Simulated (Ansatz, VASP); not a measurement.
## Two plane-wave programs on Se3Br

```
CELL_PARAMETERS angstrom
-1.90124 1.90124 8.48190
1.90124 -1.90124 8.48190
1.90124 1.90124 -8.48190
ATOMIC_POSITIONS crystal
Se 0.25000 0.75000 0.50000
Se 0.75000 0.25000 0.50000
Se 0.50000 0.50000 0.00000
Br 0.00000 0.00000 0.00000
```

Alike in both runs: task single point; functional PBE; k mesh 1 × 1 × 1; occupations gaussian, width 0.1 eV; no spin polarisation.

```csv
,VASP,Ansatz
version,VASP 6.6.1,Ansatz 0.2.0
potentials or method,"VASP PAW PBE potentials, release 64 (Se, Br), cutoff 520 eV","scalar-relativistic, plane waves, PAW"
valence electrons in the cell,25,55
```

|  | VASP | Ansatz | Ansatz less VASP |
| --- | --- | --- | --- |
| pressure (GPa) | 20.2 | 20.1 | -0.09 |
| traceless stress, the component that is largest in VASP (GPa) | -18.42 | -18.32 | +0.096 |

With one functional, cell and mesh, what is left measures potentials, basis and numerics. VASP's potentials hold 25 valence electrons a cell and Ansatz's 55, so a difference there can come from the potentials and not from the codes.

The k mesh is coarse, so the values compare programs but aren't converged.
